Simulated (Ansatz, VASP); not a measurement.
**One calculation of BeTe, two programs**

```
CELL_PARAMETERS angstrom
0.00000 2.77000 2.77000
2.77000 0.00000 2.77000
2.77000 2.77000 0.00000
ATOMIC_POSITIONS crystal
Te 0.75000 0.75000 0.75000
Be 0.00000 0.00000 0.00000
```

Alike in both runs: task relaxation of cell and atoms; functional RPBE; k mesh 8 × 8 × 8; occupations fermi-dirac, width 0.05 eV; no spin polarisation.

|  | VASP | Ansatz |
| --- | --- | --- |
| version | VASP 6.6.1 | Ansatz 0.2.0 |
| potentials or method | VASP PAW PBE potentials, release 64 (Te, Be), cutoff 600 eV | all-electron LAPW, scalar-relativistic |

```tsv
	VASP	Ansatz	Ansatz less VASP
relaxed volume (Å³/atom)	23.38	23.35	-0.030
relaxed cell length with the largest relative difference (Å)	4.044	4.042	-0.0017
```

VASP's potentials were made for PBE, not for RPBE. Ansatz ran all-electron here, and VASP with PAW potentials.

Neither program's run includes spin-orbit coupling.
